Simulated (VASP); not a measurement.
Here is a VASP 6.6.1 calculation.

Contents of INCAR:

```
SYSTEM = GaSb3
  PREC = Accurate
  ENCUT = 520
  EDIFF = 1E-7
  ISMEAR = 0
  SIGMA = 0.15
  LREAL = .False.
  LASPH = .True.
  NELM = 60
  ALGO = Normal
  ISIF = 2
  LWAVE = .False.
  LCHARG = .False.
  GGA = PE
  IVDW = 12
  NBANDS = 22
```

The input KPOINTS:

```
Automatic mesh
0
Gamma
  12 12 12
  0 0 0
```

File POSCAR:

```
GaSb3
1.0
    0.0000000000      3.2500642216      4.5955908094
    3.2500642216      0.0000000000      4.5955908094
    3.2500642216      3.2500642216      0.0000000000
Ga Sb
1 3
Direct
    0.0000000000      0.0000000000      0.0000000000
    0.2500000000      0.2500000000      0.2500000000
    0.7500000000      0.7500000000      0.7500000000
    0.5000000000      0.5000000000      0.5000000000
```

Potentials or basis: VASP PAW PBE potentials, release 64 (Ga_d, Sb).

Command:

```sh
$ cat potpaw_PBE.64/Ga_d/POTCAR potpaw_PBE.64/Sb/POTCAR > POTCAR
$ mpirun -np 1 vasp_std > vasp.out
```

Task: Predict the pressure.

Result: 1.4 GPa.

Task: Estimate the dispersion energy per atom.

Result: -0.479 eV.

Task: Predict the band gap on the k mesh.

Result: Zero (band 14 reaches 10.43 eV, above the bottom of band 15 at 7.08 eV).

Stress tensor (GPa, compression positive):
```
1.52 0.00 0.00
0.00 1.52 0.00
0.00 0.00 1.17
```

Caveat: spin-orbit coupling is left out, which moves the levels of the heavy elements; pairwise dispersion overbinds metals, which lowers pressure and volume.
